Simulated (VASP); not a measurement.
Write the native input for VASP 6.6.1 that does the following.

* Task: single point
* Functional: r2SCAN
* Potentials or basis: VASP PAW PBE potentials, release 64 (Mn_pv, S)
* Cutoff: 520 eV
* k mesh: 9 × 9 × 9
* Occupations: fermi-dirac, width 0.05 eV
* Spin: collinear spin, ferromagnetic start
* Starting moments: [4.0, 0.0] μB
* Dipole correction: no
* Further INCAR settings: ALGO = Normal; EDIFF = 1e-06; NBANDS = 20

Crystal: MnS.

```
CELL_PARAMETERS angstrom
0.00000 2.52198 2.52198
2.52198 0.00000 2.52198
2.52198 2.52198 0.00000
ATOMIC_POSITIONS crystal
Mn 0.00000 0.00000 0.00000
S 0.75000 0.75000 0.75000
```

The input as run:

POSCAR

```
MnS
1.0
    0.0000000000      2.5219750179      2.5219750179
    2.5219750179      0.0000000000      2.5219750179
    2.5219750179      2.5219750179      0.0000000000
Mn S
1 1
Direct
    0.0000000000      0.0000000000      0.0000000000
    0.7500000000      0.7500000000      0.7500000000
```

INCAR.step1

```
SYSTEM = MnS
ALGO = Normal ; EDIFF = 1E-4
ENCUT = 520 ; GGA = PE
ISMEAR = -1 ; ISPIN = 2
LASPH = .TRUE. ; LCHARG = .FALSE.
LMAXMIX = 4 ; LREAL = .FALSE.
LWAVE = .TRUE. ; MAGMOM = 4 0
NBANDS = 20 ; NELM = 150
PREC = Accurate ; SIGMA = 0.05
```

INCAR.step2

```
SYSTEM = MnS
ALGO = Normal ; EDIFF = 1E-6
ENCUT = 520 ; ISIF = 2
ISMEAR = -1 ; ISPIN = 2
ISTART = 1 ; LASPH = .TRUE.
LCHARG = .TRUE. ; LELF = .TRUE.
LMAXMIX = 4 ; LMIXTAU = .TRUE.
LORBIT = 11 ; LREAL = .FALSE.
LVHAR = .TRUE. ; LWAVE = .FALSE.
MAGMOM = 4 0 ; METAGGA = R2SCAN
NBANDS = 20 ; NELM = 150
PREC = Accurate ; SIGMA = 0.05
```

KPOINTS

```
k-points
0
G
  9 9 9
  0 0 0
```

Potentials or basis: VASP PAW PBE potentials, release 64 (Mn_pv, S).

Command:

```bash
$ cat potpaw_PBE.64/Mn_pv/POTCAR potpaw_PBE.64/S/POTCAR > POTCAR
$ cp INCAR.step1 INCAR
$ mpirun -np 1 vasp_std > vasp.out
$ cp INCAR.step2 INCAR
$ mpirun -np 1 vasp_std > vasp.out
```

It gave:

```json
{
  "Pressure": "-5.1 GPa",
  "Net moment": "-0.90 μB per cell",
  "Site moments": "Mn -0.92; S +0.05 μB",
  "Valence electrons inside the program's atomic spheres": "Mn 11.93; S 3.74"
}
```

Caveat: the cell stands under tension; the PAW data sets were made with another functional, which shifts forces and pressure a little; a cell with one magnetic atom can't hold antiferromagnetic order, which such compounds often take.

Run time: 16 min on 1 thread of Intel(R) Xeon(R) Platinum 8175M CPU @ 2.50GHz (Skylake/Cascade Lake), with other jobs on the host, peak memory 0.2 GiB.
